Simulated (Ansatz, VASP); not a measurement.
One calculation of Mg2H3F, two programs

```
CELL_PARAMETERS angstrom
0.00000 4.53874 -3.03517
0.00000 -4.53874 -3.03517
-4.53874 0.00000 3.03517
ATOMIC_POSITIONS crystal
Mg 0.50000 0.50000 0.00000
Mg 0.00000 0.00000 0.00000
Mg 0.25000 0.75000 0.50000
Mg 0.75000 0.25000 0.50000
F 0.50000 0.19400 0.69400
F 0.55600 0.75000 0.80600
H 0.00000 0.69400 0.69400
H 0.05600 0.25000 0.80600
H 0.50000 0.80600 0.30600
H 0.00000 0.30600 0.30600
H 0.94400 0.75000 0.19400
H 0.44400 0.25000 0.19400
```

Alike in both runs: task single point; functional PBEsol; k mesh 4 × 4 × 4; occupations gaussian, width 0.1 eV; no spin polarisation.

|  | VASP | Ansatz |
| --- | --- | --- |
| version | VASP 6.6.1 | Ansatz 0.2.0 |
| potentials or method | VASP PAW PBE potentials, release 64 (Mg, F, H), cutoff 520 eV | scalar-relativistic, plane waves, PAW |
| valence electrons in the cell | 28 | 60 |

Ansatz gave:

```
gap on the k mesh at the Fermi level (eV) : 4.20
least direct gap on the mesh (eV)         : 4.26
pressure (GPa)                            : 0.4
rms of the force components (eV/Å)        : 0.133
```

**Question.** What did VASP give for the same quantities?

**Answer.** gap on the k mesh at the Fermi level (eV): 4.20; least direct gap on the mesh (eV): 4.26; pressure (GPa): 0.0; rms of the force components (eV/Å): 0.127.

VASP's potentials were made for PBE, not for PBEsol. With one functional, cell and mesh, what is left measures potentials, basis and numerics. VASP's potentials hold 28 valence electrons a cell and Ansatz's 60, so a difference there can come from the potentials and not from the codes.
